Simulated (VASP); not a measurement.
## Tl: single point with r2SCAN

The system is Tl.

```
Tl
1.0
     1.78105    1.02829    8.24042
    -1.78105    1.02829    8.24042
     0.00000   -2.05658    8.24042
Tl
3
Direct
  0.00000 0.00000 0.00000
  0.22094 0.22094 0.22094
  0.77906 0.77906 0.77906
```

| Item | Value |
| --- | --- |
| Program | VASP 6.6.1 |
| Task | single point |
| Functional | r2SCAN |
| Potentials or basis | VASP PAW PBE potentials, release 64 (Tl_d) |
| Cutoff | 520 eV |
| k mesh | 6 × 6 × 6 |
| Occupations | gaussian, width 0.1 eV |
| Spin | no spin polarisation |
| Dipole correction | no |
| Further INCAR settings | ALGO = Normal; EDIFF = 1e-06; NBANDS = 26 |

```yaml
Pressure: -0.3 GPa
Largest_force: 0.010 eV/Å
Band_gap_on_the_k_mesh: zero (an odd number of electrons rules out a gap without spin polarisation)
```

Forces on the atoms (eV/Å):
```
Tl   0.000  0.000  0.000
Tl   0.000  0.000  0.010
Tl   0.000  0.000 -0.010
```

Stress tensor (GPa, compression positive):
```
-0.44  0.00  0.00
 0.00 -0.44  0.00
 0.00  0.00 -0.06
```

Levels at points of the mesh, in eV from the Fermi level:
```
           k point  band 15  band 16  band 17  band 18  band 19  band 20  band 21  band 22  band 23  band 24
(0.00, 0.00, 0.00)   -11.77   -10.18    -7.61    -7.46     0.97     1.09     7.78     7.78     7.89     7.89
(0.50, 0.00, 0.00)   -11.68    -6.17    -5.23    -4.71    -2.41    -1.07    -0.78     3.56     4.25     4.31
(0.50, 0.50, 0.00)   -11.66    -5.93    -5.59    -4.69    -2.54    -0.92    -0.09     2.33     3.52     4.11
(0.50, 0.50, 0.50)   -11.71    -9.62    -9.44    -5.13    -2.64     6.55     6.81     7.33     7.33     8.92
```

Wall time 14 min on 1 thread of Intel(R) Xeon(R) Platinum 8488C (Sapphire Rapids), with other jobs on the host, peak memory 0.62 GiB.

Caveat: the PAW data sets were made with another functional, which shifts forces and pressure a little; spin-orbit coupling is left out, which moves the levels of the heavy elements.
